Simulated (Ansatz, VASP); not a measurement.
# One calculation of Cu, two programs

File INCAR:

```
  ALGO = Fast
  EDIFF = 1E-6
  ENCUT = 520
  GGA = PE
  ISIF = 2
  ISMEAR = 0
  LASPH = T
  LCHARG = T
  LELF = T
  LREAL = F
  LVHAR = T
  LWAVE = F
  NBANDS = 18
  NELM = 60
  PREC = Accurate
  SIGMA = 0.15
```

Contents of KPOINTS:

```
k-points
0
Gamma
  24 24 12
```

Contents of POSCAR:

```
Cu
1.0
    2.4073918363      0.0000000000      0.0000000000
   -1.2036959182      2.0848624871      0.0000000000
    0.0000000000      0.0000000000      4.2153852750
Cu
2
Direct
    0.3333333333      0.6666666667      0.2500000000
    0.6666666667      0.3333333333      0.7500000000
```

Input for Ansatz:

```yaml
crystal:
  lattice:
    - [2.4073918363, 0.0, 0.0]
    - [-1.2036959182, 2.0848624871, 0.0]
    - [0.0, 0.0, 4.215385275]
  atoms:
    - { symbol: Cu, position: [0.3333333333, 0.6666666667, 0.25] }
    - { symbol: Cu, position: [0.6666666667, 0.3333333333, 0.75] }
basis:
  ecutwfc: 420
kpoints:
  mp_grid: { grid: [24, 24, 12] }
hamiltonian:
  xc: pbe
scf:
  occupations: { method: gaussian, width: 0.15 }
output:
  forces: true
  stress: true
  eigenvalues: true
```

Change from the starting cell: strain -0.050 along x and y, +0.025 along z, atoms carried along.

Alike in both runs: task single point; functional PBE; k mesh 24 × 24 × 12; occupations gaussian, width 0.15 eV; no spin polarisation.

|  | VASP | Ansatz |
| --- | --- | --- |
| version | VASP 6.6.1 | Ansatz 0.2.0 |
| potentials or method | VASP PAW PBE potentials, release 64 (Cu), cutoff 520 eV | scalar-relativistic, plane waves, PAW |
| valence electrons in the cell | 22 | 38 |

Ansatz gave:

* gap on the k mesh at the Fermi level (eV): none
* pressure (GPa): 24.7
* traceless stress, the component that is largest in VASP (GPa): -12.20

Which values does VASP return?

gap on the k mesh at the Fermi level (eV): none; pressure (GPa): 25.2; traceless stress, the component that is largest in VASP (GPa): -12.25.

A gap of «none» marks a metal or a gap that the smearing closes. With one functional, cell and mesh, what is left measures potentials, basis and numerics. VASP's potentials hold 22 valence electrons a cell and Ansatz's 38, so a difference there can come from the potentials and not from the codes.
